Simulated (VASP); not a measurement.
# In: relaxation of cell and atoms with PBE

In:

```
In
1.0
     3.09740    0.00000    0.00000
     0.00000    3.09740    0.00000
     0.00000    0.00000    3.09740
In
1
Direct
  0.00000 0.00000 0.00000
```

This isn't the form of In at room conditions, which is tetragonal.

```yaml
Program: VASP 6.6.1
Task: relaxation of cell and atoms
Functional: PBE
Potentials_or_basis: VASP PAW PBE potentials, release 64 (In_d)
Cutoff: 600 eV
k_mesh: 12 × 12 × 12
Occupations: fermi-dirac, width 0.05 eV
Spin: no spin polarisation
Dipole_correction: no
Further_INCAR_settings: ALGO = Normal; EDIFF = 1e-07; IBRION = 2; EDIFFG = -0.005; NSW = 60; ISIF = 3
```

* Relaxed volume: 29.49 Å³/atom
* Relaxed cell: a = 3.090 Å, b = 3.090 Å, c = 3.090 Å, α = 90.00°, β = 90.00°, γ = 90.00°
* Space group after relaxing (to 0.1 Å): Pm-3m (No. 221)
* Energy gained by relaxing: 0.2 meV/atom
* Ionic steps: 3
* Pressure after relaxing: 0.0 GPa
* Band gap on the k mesh: zero (an odd number of electrons rules out a gap without spin polarisation)

The path:
| step | energy change (eV) | largest force (eV/Å) | pressure (GPa) | volume (Å³) |
| --- | --- | --- | --- | --- |
| 1 | 0.0000 | 0.0000 | -0.24 | 29.72 |
| 2 | -0.0002 | 0.0000 | -0.04 | 29.53 |
| 3 | -0.0002 | 0.0000 | 0.00 | 29.49 |

Final structure:
```
In
1.0
     3.08957    0.00000    0.00000
     0.00000    3.08957    0.00000
     0.00000    0.00000    3.08957
In
1
Direct
  0.00000 0.00000 0.00000
```

Levels at points of the mesh, in eV from the Fermi level:
| k point | band 2 | band 3 | band 4 | band 5 | band 6 | band 7 | band 8 | band 9 | band 10 |
| --- | --- | --- | --- | --- | --- | --- | --- | --- | --- |
| (0.00, 0.00, 0.00) | -14.89 | -14.24 | -14.24 | -14.24 | -8.79 | 7.13 | 7.13 | 7.13 | 10.28 |
| (0.50, 0.00, 0.00) | -14.43 | -14.42 | -14.42 | -14.22 | -5.33 | -3.21 | 10.05 | 10.05 | 12.59 |
| (0.50, 0.50, 0.00) | -14.63 | -14.39 | -14.39 | -14.05 | -1.73 | -0.54 | -0.54 | 3.90 | 13.38 |
| (0.50, 0.50, 0.50) | -14.64 | -14.64 | -14.04 | -14.04 | 2.07 | 2.07 | 2.07 | 2.48 | 7.10 |

Run time: 95 s on 1 thread of Intel Xeon 8259CL (shared host), peak memory 0.18 GiB.

Caveat: spin-orbit coupling is left out, which moves the levels of the heavy elements.
